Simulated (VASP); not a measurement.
Wanted: the native input for a VASP 6.6.1 run.

```
Task                   : single point
Functional             : PBE
Potentials or basis    : VASP PAW PBE potentials, release 64 (Li_sv, Al, H)
Cutoff                 : 520 eV
k mesh                 : 8 × 8 × 10
Occupations            : gaussian, width 0.1 eV
Spin                   : no spin polarisation
Dipole correction      : no
Further INCAR settings : ALGO = Fast; EDIFF = 1e-06; NBANDS = 20
```

The structure of LiAlH3 lies in POSCAR:

```
LiAlH3
1.0
    5.1302870895      0.0000000000      0.0000000000
    0.0000000000      5.1302870895      0.0000000000
    0.0000000000      0.0000000000      3.6789939886
Li Al H
2 2 6
Direct
    0.0000000000      0.5000000000      0.5000000000
    0.5000000000      0.0000000000      0.5000000000
    0.5000000000      0.5000000000      0.0000000000
    0.0000000000      0.0000000000      0.0000000000
    0.8235675390      0.3235675390      0.0000000000
    0.6764324610      0.8235675390      0.0000000000
    0.5000000000      0.5000000000      0.5000000000
    0.1764324610      0.6764324610      0.0000000000
    0.3235675390      0.1764324610      0.0000000000
    0.0000000000      0.0000000000      0.5000000000
```

The input as run:

INCAR

```
SYSTEM = LiAlH3
  ALGO = Fast
  EDIFF = 1E-6
  ENCUT = 520
  GGA = PE
  ISIF = 2
  ISMEAR = 0
  LASPH = .TRUE.
  LCHARG = .FALSE.
  LREAL = .FALSE.
  LWAVE = .FALSE.
  NBANDS = 20
  NELM = 100
  PREC = Accurate
  SIGMA = 0.1
```

KPOINTS

```
k-points
0
G
  8 8 10
  0 0 0
```

Potentials or basis: VASP PAW PBE potentials, release 64 (Li_sv, Al, H).

The run is started by

```console
$ cat potpaw_PBE.64/Li_sv/POTCAR potpaw_PBE.64/Al/POTCAR potpaw_PBE.64/H/POTCAR > POTCAR
$ mpirun -np 1 vasp_std > vasp.out
```

It gave:

- Band gap on the k mesh: zero (bands 9 and 10 overlap by 3.47 eV)

Run time: 6.3 min on 1 thread of Oxide Virtual Turin-like Processor (shared host), peak memory 0.26 GiB.
